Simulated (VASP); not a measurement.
Here is a VASP 6.6.1 calculation.

File INCAR:

```
SYSTEM = MoBr5
ALGO = Normal
EDIFF = 1E-6
ENCUT = 500
GGA = PE
GGA_COMPAT = .FALSE.
ISIF = 2
ISMEAR = 0
ISPIN = 2
LASPH = .TRUE.
LCHARG = .TRUE.
LELF = .TRUE.
LMAXMIX = 4
LORBIT = 11
LREAL = .FALSE.
LVHAR = .TRUE.
LWAVE = .FALSE.
MAGMOM = 1 1 0 0 0 0 0 0 0 0 0 0
NBANDS = 65
NELM = 200
PREC = Accurate
SIGMA = 0.15
```

KPOINTS

```
k-points
0
G
  2 2 2
  0 0 0
```

POSCAR

```
MoBr5
1.0
    7.9839501359      0.0000000000      0.0000000000
   -3.9919750680      6.9143036402      0.0000000000
    0.0000000000      0.0000000000      8.8095976103
Mo Br
2 10
Direct
    0.3333333333      0.6666666667      0.2500000000
    0.6666666667      0.3333333333      0.7500000000
    0.6795878972      0.8397939486      0.2500000000
    0.1602060514      0.3204121028      0.2500000000
    0.1602060514      0.8397939486      0.2500000000
    0.3333333333      0.6666666667      0.9686964829
    0.3333333333      0.6666666667      0.5313035171
    0.8397939486      0.6795878972      0.7500000000
    0.3204121028      0.1602060514      0.7500000000
    0.8397939486      0.1602060514      0.7500000000
    0.6666666667      0.3333333333      0.4686964829
    0.6666666667      0.3333333333      0.0313035171
```

Potentials or basis: VASP PAW PBE potentials, release 64 (Mo_sv, Br).

Command:

```bash
$ cat potpaw_PBE.64/Mo_sv/POTCAR potpaw_PBE.64/Br/POTCAR > POTCAR
$ mpirun -np 1 vasp_std > vasp.out
```

Problem. Estimate the site moments.

Solution. Mo +0.84; Br -0.00, +0.02 (each value once) μB.

Problem. Predict the pressure.

Solution. 0.2 GPa.

Problem. What does it give for the largest force?

Solution. 0.050 eV/Å.

Problem. Estimate the net moment.

Solution. 2.00 μB per cell.

Forces in eV/Å, atoms in the order of the input:
```
Mo   0.000  0.000  0.000
Mo   0.000  0.000  0.000
Br   0.003  0.002  0.000
Br   0.000 -0.004  0.000
Br  -0.003  0.002  0.000
Br   0.000  0.000  0.050
Br   0.000  0.000 -0.050
Br   0.000  0.004  0.000
Br  -0.003 -0.002  0.000
Br   0.003 -0.002  0.000
Br   0.000  0.000  0.050
Br   0.000  0.000 -0.050
```

Caveat: the k points lie up to 0.45 Å⁻¹ apart.
